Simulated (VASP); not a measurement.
BaMo3: single point with PBE

Crystal: BaMo3.

```
Ba Mo
1.0
     6.20451    0.00000    0.00000
    -3.10226    5.37327    0.00000
     0.00000    0.00000    4.98008
Ba Mo
2 6
Direct
  0.33333 0.66667 0.25000
  0.66667 0.33333 0.75000
  0.83300 0.66600 0.25000
  0.16700 0.83300 0.75000
  0.33400 0.16700 0.25000
  0.16700 0.33400 0.75000
  0.83300 0.16700 0.25000
  0.66600 0.83300 0.75000
```

```json
{"Program": "VASP 6.6.1", "Task": "single point", "Functional": "PBE", "Potentials or basis": "VASP PAW PBE potentials, release 64 (Ba_sv, Mo_sv)", "Cutoff": "520 eV", "k mesh": "3 × 3 × 4", "Occupations": "gaussian, width 0.1 eV", "Spin": "no spin polarisation", "Dipole correction": "no", "Further INCAR settings": "ALGO = Fast; EDIFF = 1e-06; NBANDS = 62"}
```

* Pressure: -4.3 GPa
* Largest force: 1.521 eV/Å
* Band gap on the k mesh: zero (bands 52 and 53 overlap by 0.71 eV)

Forces in eV/Å, atoms in the order of the input:
```
Ba   0.000  0.000  0.000
Ba   0.000  0.000  0.000
Mo   0.000  1.521  0.000
Mo  -1.317  0.760  0.000
Mo  -1.317 -0.760  0.000
Mo   0.000 -1.521  0.000
Mo   1.317 -0.760  0.000
Mo   1.317  0.760  0.000
```

Stress tensor (GPa, compression positive):
```
-4.07  0.00  0.00
 0.00 -4.07  0.00
 0.00  0.00 -4.67
```

Levels at points of the mesh, in eV from the Fermi level:
| k point | band 49 | band 50 | band 51 | band 52 | band 53 | band 54 | band 55 | band 56 |
| --- | --- | --- | --- | --- | --- | --- | --- | --- |
| (0.00, 0.00, 0.00) | -0.41 | 0.26 | 0.26 | 0.45 | 0.45 | 0.48 | 0.48 | 0.62 |
| (0.00, 0.00, 0.50) | -0.29 | -0.29 | -0.07 | -0.07 | 0.36 | 0.36 | 1.00 | 1.00 |

Wall time 110 s on 1 thread of Intel(R) Xeon(R) 6975P-C (Granite Rapids), with other jobs on the host, peak memory 0.33 GiB.

Caveat: the k points lie up to 0.39 Å⁻¹ apart, too coarse for converged energies and pressures of a metal; spin-orbit coupling is left out, which moves the levels of the heavy elements; forces of over 1 eV/Å act on the atoms, so gaps and moduli don't describe the material at rest.
